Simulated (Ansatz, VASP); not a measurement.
**Ca: VASP beside Ansatz**

INCAR

```
SYSTEM = Ca
ALGO = Normal
EDIFF = 1E-7
ENCUT = 520
GGA = PE
ISIF = 2
ISMEAR = 0
LASPH = .TRUE.
LCHARG = .TRUE.
LELF = .TRUE.
LREAL = .FALSE.
LVHAR = .TRUE.
LWAVE = .FALSE.
NBANDS = 11
NELM = 80
PREC = Accurate
SIGMA = 0.15
```

Contents of KPOINTS:

```
k-points
0
G
  14 14 14
  0 0 0
```

The input POSCAR:

```
Ca
1.0
    0.0000000000      2.7942000000      2.7942000000
    3.0386925000      0.0000000000      2.7942000000
    3.0386925000      2.7942000000      0.0000000000
Ca
1
Direct
    0.0000000000      0.0000000000      0.0000000000
```

Input for Ansatz:

```yaml
crystal:
  lattice:
    - [0.0, 2.7942, 2.7942]
    - [3.0386925, 0.0, 2.7942]
    - [3.0386925, 2.7942, 0.0]
  atoms:
    - { symbol: Ca, position: [0.0, 0.0, 0.0] }
basis:
  ecutwfc: 420
kpoints:
  mp_grid: { grid: [14, 14, 14] }
hamiltonian:
  xc: pbe
scf:
  occupations: { method: gaussian, width: 0.15 }
output:
  forces: true
  stress: true
  eigenvalues: true
```

Change from the starting cell: strain +0.0875 x Voigt [1, 0, 0, 0, 0, 0], atoms carried along.

Alike in both runs: task single point; functional PBE; k mesh 14 × 14 × 14; occupations gaussian, width 0.15 eV; no spin polarisation.

|  | VASP | Ansatz |
| --- | --- | --- |
| version | VASP 6.6.1 | Ansatz 0.2.0 |
| potentials or method | VASP PAW PBE potentials, release 64 (Ca_sv), cutoff 520 eV | scalar-relativistic, plane waves, PAW |
| valence electrons in the cell | 10 | 10 |

|  | VASP | Ansatz | Ansatz less VASP |
| --- | --- | --- | --- |
| gap on the k mesh at the Fermi level (eV) | none | none | - |
| pressure (GPa) | -1.7 | -1.7 | -0.01 |
| traceless stress, the component that is largest in VASP (GPa) | -0.57 | -0.57 | 0.000 |

A gap of «none» marks a metal or a gap that the smearing closes. The functional is the same, so the differences come from potentials, cutoffs and numerics.
